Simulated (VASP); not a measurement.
# Mg2Si in VASP: single point with PBE+D3(BJ)

Aim: the single point of Mg2Si with PBE+D3(BJ).

All numbers are computed with VASP 6.6.1; they aren't measurements. Logs are shortened: lines on timing, memory, paths and dates and some standing lists are left out, and cuts for length are marked.

**1. The cell of the first run**

The cell holds a slab with vacuum, 24 atoms: a = 8.872 Å, b = 8.872 Å, c = 27.133 Å, α = 90.00°, β = 90.00°, γ = 120.00°.

**2. Single point, PBE+D3(BJ)**

File INCAR:

```
SYSTEM = Mg2Si
PREC = Accurate
ENCUT = 520
EDIFF = 1E-6
ISMEAR = 0
SIGMA = 0.05
LREAL = .FALSE.
LASPH = .TRUE.
NELM = 120
ALGO = Normal
ISIF = 2
LWAVE = .FALSE.
LCHARG = .TRUE.
LDIPOL = .TRUE.
IDIPOL = 3
DIPOL = 0.5 0.5 0.396
GGA = PE
IVDW = 12
LELF = .TRUE.
LVHAR = .TRUE.
LVACPOTAV = .TRUE.
NBANDS = 50
GGA_COMPAT = .FALSE.
NELMDL = -8
```

File KPOINTS:

```
regular mesh
0
G
  2 2 1
  0 0 0
```

File POSCAR:

```
Mg2Si
1.0
    8.8723031321      0.0000000000      0.0000000000
   -4.4361515661      7.6836399025      0.0000000000
    0.0000000000      0.0000000000     27.1331538793
Mg Si
16 8
Direct
    0.5000000000      0.5000000000      0.2948422448
    0.5000000000      0.0000000000      0.2948422448
    0.0000000000      0.5000000000      0.2948422448
    0.0000000000      0.0000000000      0.2948422448
    0.6666666667      0.3333333333      0.3615890485
    0.6666666667      0.8333333333      0.3615890485
    0.1666666667      0.3333333333      0.3615890485
    0.1666666667      0.8333333333      0.3615890485
    0.8333708734      0.6662652295      0.4284973891
    0.8333804232      0.1672359471      0.4284853026
    0.3339673952      0.6669716584      0.4304852476
    0.3336722374      0.1666635380      0.4284791720
   -0.0119643764      0.4938854485      0.4992184021
    0.0006136074      0.0002605318      0.4922656358
    0.5060746958      0.4942225480      0.4993255046
    0.5059619848      0.0119774834      0.4992972849
    0.3333333333      0.1666666667      0.3282156467
    0.3333333333      0.6666666667      0.3282156467
    0.8333333333      0.1666666667      0.3282156467
    0.8333333333      0.6666666667      0.3282156467
    0.6666011677      0.3333375458      0.4574648966
    0.6654461229      0.8328000840      0.4651253098
    0.1678861645      0.3353048376      0.4650889248
    0.1677598827      0.8323253788      0.4651272440
```

Potentials or basis: VASP PAW PBE potentials, release 64 (Mg, Si).

Run with:

```
> cat potpaw_PBE.64/Mg/POTCAR potpaw_PBE.64/Si/POTCAR > POTCAR
> mpirun -np 1 vasp_std > vasp.out
```

OUTCAR:

```text
SYSTEM = Mg2Si
   PREC = Accurate
   ENCUT = 520
   EDIFF = 1E-6
   ISMEAR = 0
   LREAL = .FALSE.
   LASPH = .TRUE.
   NELM = 120
   ISIF = 2
   GGA = PE
   IVDW = 12
   NELMDL = -8
 IVDW          = 12

 ion  position               nearest neighbor table
   1  0.500  0.500  0.295-  20 2.72  17 2.72  18 2.72   7 3.14   6 3.14   5 3.14
   2  0.500  0.000  0.295-  19 2.72  18 2.72  17 2.72   8 3.14   5 3.14   6 3.14
   3  0.000  0.500  0.295-  18 2.72  19 2.72  20 2.72   5 3.14   8 3.14   7 3.14
   4  0.000  0.000  0.295-  17 2.72  20 2.72  19 2.72   6 3.14   7 3.14   8 3.14
   5  0.667  0.333  0.362-  21 2.60  19 2.72  17 2.72  20 2.72  10 3.14   3 3.14   2 3.14   1 3.14
                             9 3.14  12 3.14
   6  0.667  0.833  0.362-  20 2.72  18 2.72  19 2.72  22 2.81   4 3.14   1 3.14   2 3.14   9 3.14
                            10 3.14  11 3.17
   7  0.167  0.333  0.362-  17 2.72  19 2.72  18 2.72  23 2.81   1 3.14   4 3.14   3 3.14  10 3.14
                            12 3.14  11 3.17
   8  0.167  0.833  0.362-  18 2.72  20 2.72  17 2.72  24 2.81   2 3.14   3 3.14   4 3.14  12 3.14
                             9 3.14  11 3.17
   9  0.833  0.666  0.428-  21 2.68  20 2.72  24 2.75  22 2.76  14 3.10   5 3.14   8 3.14   6 3.14
                            13 3.16  15 3.17
  10  0.833  0.167  0.428-  21 2.68  19 2.72  22 2.76  23 2.76  14 3.10   5 3.14   7 3.14   6 3.14
                            13 3.16  16 3.17
  11  0.334  0.667  0.430-  22 2.71  24 2.72  23 2.72  18 2.77   6 3.17   7 3.17   8 3.17  15 3.24
                            16 3.24  13 3.25
  12  0.334  0.167  0.428-  21 2.68  17 2.72  24 2.75  23 2.75  14 3.09   5 3.14   8 3.14   7 3.14
                            16 3.16  15 3.17
  13  0.988  0.494  0.499-  21 2.72  24 2.76  23 2.76  10 3.16   9 3.16  11 3.25
  14  0.001  0.000  0.492-  24 2.68  23 2.68  22 2.68  12 3.09   9 3.10  10 3.10
  15  0.506  0.494  0.499-  21 2.72  23 2.76  22 2.76   9 3.17  12 3.17  11 3.24
  16  0.506  0.012  0.499-  21 2.72  24 2.76  22 2.76  12 3.16  10 3.17  11 3.24
  17  0.333  0.167  0.328-   7 2.72   5 2.72   8 2.72   4 2.72   1 2.72   2 2.72  12 2.72
  18  0.333  0.667  0.328-   8 2.72   6 2.72   7 2.72   3 2.72   2 2.72   1 2.72  11 2.77
  19  0.833  0.167  0.328-   5 2.72   7 2.72   6 2.72   2 2.72   3 2.72   4 2.72  10 2.72
  20  0.833  0.667  0.328-   6 2.72   8 2.72   5 2.72   1 2.72   4 2.72   3 2.72   9 2.72
  21  0.667  0.333  0.457-   5 2.60  10 2.68   9 2.68  12 2.68  13 2.72  16 2.72  15 2.72
  22  0.665  0.833  0.465-  14 2.68  11 2.71  10 2.76   9 2.76  15 2.76  16 2.76   6 2.81
  23  0.168  0.335  0.465-  14 2.68  11 2.72  12 2.75  10 2.76  15 2.76  13 2.76   7 2.81
  24  0.168  0.832  0.465-  14 2.68  11 2.72  12 2.75   9 2.75  16 2.76  13 2.76   8 2.81

  LATTYP: Found a hexagonal cell.
 ALAT       =     8.8723031321
 C/A-ratio  =     3.0581860736

  Lattice vectors:

 A1 = (   8.8723031321,   0.0000000000,   0.0000000000)
 A2 = (  -4.4361515661,   7.6836399025,   0.0000000000)
 A3 = (   0.0000000000,   0.0000000000,  27.1331538793)

Analysis of symmetry for initial positions (statically):
=====================================================================
 Subroutine PRICEL returns:
 Original cell was already a primitive cell.

 Routine SETGRP: Setting up the symmetry group for a
 hexagonal supercell.

 Subroutine GETGRP returns: Found  1 space group operations
 (whereof  1 operations were pure point group operations)
 out of a pool of 24 trial point group operations.

The static configuration has the point symmetry C_1 .

Analysis of symmetry for dynamics (positions and initial velocities):
=====================================================================
 Subroutine PRICEL returns:
 Original cell was already a primitive cell.

 Routine SETGRP: Setting up the symmetry group for a
 hexagonal supercell.

 Subroutine GETGRP returns: Found  1 space group operations
 (whereof  1 operations were pure point group operations)
 out of a pool of 24 trial point group operations.

The dynamic configuration has the point symmetry C_1 .

 Subroutine INISYM returns: Found  1 space group operations
 (whereof  1 operations are pure point group operations),
 and found     1 'primitive' translations

----------------------------------------------------------------------------------------

                                     Primitive cell

  volume of cell :    1849.7100

  direct lattice vectors                    reciprocal lattice vectors
     8.872303132  0.000000000  0.000000000     0.112710306  0.065073325  0.000000000
    -4.436151566  7.683639903  0.000000000     0.000000000  0.130146651  0.000000000
     0.000000000  0.000000000 27.133153879     0.000000000  0.000000000  0.036855281

  length of vectors
     8.872303132  8.872303132 27.133153879     0.130146651  0.130146651  0.036855281

  position of ions in fractional coordinates (direct lattice)
     0.500000000  0.500000000  0.294842245
     0.500000000  0.000000000  0.294842245
     0.000000000  0.500000000  0.294842245
     0.000000000  0.000000000  0.294842245
     0.666666667  0.333333333  0.361589049
     0.666666667  0.833333333  0.361589049
[... 16 lines left out ...]
     0.167886164  0.335304838  0.465088925
     0.167759883  0.832325379  0.465127244

  ion indices of the primitive-cell ions
   primitive index   ion index
                 1           1
                 2           2
                 3           3
                 4           4
                 5           5
                 6           6
[... 16 lines left out ...]
                23          23
                24          24

----------------------------------------------------------------------------------------

 KPOINTS: regular mesh

Automatic generation of k-mesh.
 Grid dimensions read from file:
 generate k-points for:    2    2    1

 Generating k-lattice:

  Cartesian coordinates                     Fractional coordinates (reciprocal lattice)
     0.056355153  0.032536663  0.000000000     0.500000000  0.000000000  0.000000000
     0.000000000  0.065073325  0.000000000     0.000000000  0.500000000  0.000000000
     0.000000000  0.000000000  0.036855281     0.000000000  0.000000000  1.000000000

  Length of vectors
     0.065073325  0.065073325  0.036855281

  Shift w.r.t. Gamma in fractional coordinates (k-lattice)
     0.000000000  0.000000000  0.000000000

 Subroutine IBZKPT returns following result:
 ===========================================

 Found      4 irreducible k-points:

 Following reciprocal coordinates:
            Coordinates               Weight
  0.000000  0.000000  0.000000      1.000000
  0.500000  0.000000  0.000000      1.000000
  0.000000  0.500000  0.000000      1.000000
  0.500000  0.500000  0.000000      1.000000
   k-points           NKPTS =      4   k-points in BZ     NKDIM =      4   number of bands    NBANDS=     50
   number of dos      NEDOS =    301   number of ions     NIONS =     24
   total plane-waves  NPLWV = ******
   dimension x,y,z NGX =    70 NGY =   70 NGZ =  210
   dimension x,y,z NGXF=   140 NGYF=  140 NGZF=  420
   ions per type =              16   8
   NGX,Y,Z   is equivalent  to a cutoff of  13.12, 13.12, 12.87 a.u.
   NGXF,Y,Z  is equivalent  to a cutoff of  26.23, 26.23, 25.73 a.u.
 SYSTEM =  Mg2Si
   PREC   = accura    normal or accurate (medium, high low for compatibility)
   ISTART =      0    job   : 0-new  1-cont  2-samecut
   ICHARG =      2    charge: 1-file 2-atom 10-const
   ISPIN  =      1    spin polarized calculation?
   LNONCOLLINEAR =      F non collinear calculations
   LSORBIT =      F    spin-orbit coupling
   LASPH  =      T    aspherical Exc in radial PAW
   ENCUT  =  520.0 eV  38.22 Ry    6.18 a.u.  16.50 16.50 50.45*2*pi/ulx,y,z
   NELM   =    120;   NELMIN=  2; NELMDL= -8     # of ELM steps
   EDIFF  = 0.1E-05   stopping-criterion for ELM
   LREAL  =      F    real-space projection
   EDIFFG = 0.1E-04   stopping-criterion for IOM
   NSW    =      0    number of steps for IOM
   IBRION =     -1    ionic relax: 0-MD 1-quasi-New 2-CG
   NFREE  =      0    steps in history (QN), initial steepest desc. (CG)
   ISIF   =      2    stress and relaxation
   ISYM   =      2    0-nonsym 1-usesym 2-fastsym
   POTIM  = 0.5000    time-step for ionic-motion
   TEBEG  =    0.0;   TEEND  =   0.0 temperature during run
   PSTRESS=    0.0 pullay stress
   NELECT =      64.0000    total number of electrons
   NUPDOWN=      -1.0000    fix difference up-down
   EMIN   =  10.00;   EMAX   =-10.00  energy-range for DOS
   EFERMI =   0.00;   METHOD = LEGACY
   ISMEAR =     0;   SIGMA  =   0.05  broadening in eV -4-tet -1-fermi 0-gaus
   EFERMI_NEDOS =   21; number of points for ismear=-14 and -15
   IALGO  =     38    algorithm
   IMIX   =      4    mixing-type and parameters
     AMIX     =   0.40;   BMIX     =  1.00
     AMIX_MAG =   1.60;   BMIX_MAG =  1.00
  volume/ion in A,a.u.               =      77.07       520.10
  Fermi-wavevector in a.u.,A,eV,Ry     =   0.533458  1.008090  3.871912  0.284577
  Thomas-Fermi vector in A             =   1.557414
   LORBIT       =      0    0 simple, 1 ext, 2 COOP (PROOUT), +10 PAW based schemes
   GGA     = PE    functional components
   LHFCALC =     F    Hartree Fock is set to
   AEXX    =    0.0000 exact exchange contribution
   IVDW    =    12    specifies the selected vdW correction
   LEPSILON=     F    determine dielectric tensor
   LRPA    =     F    only Hartree local field effects (RPA)
 non-spin polarized calculation
 Gauss-broadening in eV      SIGMA  =   0.05
  energy-cutoff  :      520.00
  volume of cell :     1849.71
 maximum number of plane-waves:     49853
 NGX is ok and might be reduce to    70
   NGX = 33   NGY = 33   NGZ =101

 dipolmoment           0.000000      0.000000     -0.000792 electrons x Angstroem

 number of electron      64.0000000 magnetization

 dipolmoment           0.000000      0.000000      0.003093 electrons x Angstroem

 Free energy of the ion-electron system (eV)
  ---------------------------------------------------
  ext. energy  EPLUGINS =         0.00000000
  ---------------------------------------------------
  free energy    TOTEN  =       -64.75995109 eV

  energy without entropy =      -64.75995109  energy(sigma->0) =      -64.75995109

 E-fermi :  -0.7586     XC(G=0):  -3.0482

 val. band max:       -0.9960817613   @ k =   0.0000   0.0000   0.0000
 cond. band min:      -0.4091369379   @ k =   0.0000   0.0000   0.0000
 fundamental gap:      0.5869448234
 Fermi energy:        -0.7586380718

 k-point     1 :       0.0000    0.0000    0.0000
  band No.  band energies     occupation
      1      -9.7982      2.00000
      2      -9.0060      2.00000
      3      -8.4714      2.00000
      4      -8.3905      2.00000
      5      -8.3900      2.00000
      6      -8.1219      2.00000
[... 36 lines left out ...]
     43       0.6149      0.00000
     44       0.7869      0.00000

 k-point     2 :       0.5000    0.0000    0.0000
  band No.  band energies     occupation
      1      -9.3554      2.00000
      2      -9.2574      2.00000
      3      -8.6294      2.00000
      4      -8.5479      2.00000
      5      -8.4894      2.00000
      6      -8.4738      2.00000
[... 36 lines left out ...]
     43       1.2184      0.00000
     44       1.2506      0.00000

 k-point     3 :       0.0000    0.5000    0.0000
  band No.  band energies     occupation
      1      -9.3560      2.00000
      2      -9.2566      2.00000
      3      -8.6295      2.00000
      4      -8.5469      2.00000
      5      -8.4909      2.00000
      6      -8.4735      2.00000
[... 36 lines left out ...]
     43       1.2172      0.00000
     44       1.2509      0.00000

 k-point     4 :       0.5000    0.5000    0.0000
  band No.  band energies     occupation
      1      -9.3562      2.00000
      2      -9.2564      2.00000
      3      -8.6296      2.00000
      4      -8.5464      2.00000
      5      -8.4915      2.00000
      6      -8.4733      2.00000
[... 36 lines left out ...]
     43       1.2166      0.00000
     44       1.2513      0.00000
 [bands above 44 left out]

------------------------ aborting loop because EDIFF is reached ----------------------------------------

 Edisp (eV)   -5.11776

 E8    (eV) :    -2.2924

  FORCE on cell =-STRESS in cart. coord.  units (eV):
  Direction    XX          YY          ZZ          XY          YZ          ZX
  --------------------------------------------------------------------------------------
  -------------------------------------------------------------------------------------
  Total      -7.19356    -7.20590    -5.75588     0.01218    -0.00722    -0.01333
  in kB      -6.23090    -6.24159    -4.98562     0.01055    -0.00625    -0.01155
  external pressure =       -5.82 kB  Pullay stress =        0.00 kB

 VOLUME and BASIS-vectors are now :
 -----------------------------------------------------------------------------
  energy-cutoff  :      520.00
  volume of cell :     1849.71
      direct lattice vectors                 reciprocal lattice vectors
     8.872303132  0.000000000  0.000000000     0.112710306  0.065073325  0.000000000
    -4.436151566  7.683639903  0.000000000     0.000000000  0.130146651  0.000000000
     0.000000000  0.000000000 27.133153879     0.000000000  0.000000000  0.036855281

 POSITION                                       TOTAL-FORCE (eV/Angst)
 -----------------------------------------------------------------------------------
      2.21808      3.84182      8.00000        -0.020704      0.011923      0.542328
      4.43615      0.00000      8.00000        -0.000324     -0.023810      0.541905
     -2.21808      3.84182      8.00000         0.020002      0.011571      0.541781
      0.00000      0.00000      8.00000         0.000351      0.000019      0.532982
      4.43615      2.56121      9.81105        -0.001444      0.000107     -0.398152
      2.21808      6.40303      9.81105        -0.034812     -0.019600      0.121010
[... 16 lines left out ...]
      0.00207      2.57636     12.61933        -0.003312      0.035841      0.289610
     -2.20390      6.39529     12.62037         0.029240     -0.018134      0.287304
 -----------------------------------------------------------------------------------
    total drift:                               -0.000002     -0.000000     -0.000010

  FREE ENERGIE OF THE ION-ELECTRON SYSTEM (eV)
  ---------------------------------------------------
  free  energy   TOTEN  =       -69.8777100001 eV

  energy  without entropy=      -69.8777100001  energy(sigma->0) =      -69.87771000

 vacuum level on the upper side and lower side of the slab         1.809         1.801
```

It took 32 min on 1 thread of Oxide Virtual Turin-like, shared host; peak memory 1.7 GiB.

What came out:

* Free energy: -69.8777 eV
* Largest force: 1.040 eV/Å
* Band gap on the k mesh: 0.59 eV
* Dispersion energy per atom: -0.213 eV

Forces on the atoms (eV/Å):
```
Mg  -0.021  0.012  0.542
Mg   0.000 -0.024  0.542
Mg   0.020  0.012  0.542
Mg   0.000  0.000  0.533
Mg  -0.001  0.000 -0.398
Mg  -0.035 -0.020  0.121
Mg   0.002  0.047  0.119
Mg   0.041 -0.024  0.119
Mg  -0.006  0.128  0.133
Mg   0.111 -0.072  0.135
Mg  -0.005 -0.004  0.106
Mg  -0.107 -0.056  0.131
Mg   0.218  0.126 -0.766
Mg  -0.008 -0.003 -0.279
Mg  -0.210  0.126 -0.775
Mg   0.008 -0.247 -0.771
Si  -0.019 -0.012 -0.502
Si   0.001  0.001 -0.437
Si   0.020 -0.010 -0.501
Si   0.001  0.022 -0.501
Si  -0.001  0.001  1.040
Si  -0.035 -0.020  0.291
Si  -0.003  0.036  0.290
Si   0.029 -0.018  0.287
```

Caveat: semilocal functionals underestimate gaps, and a narrow one can read as zero.
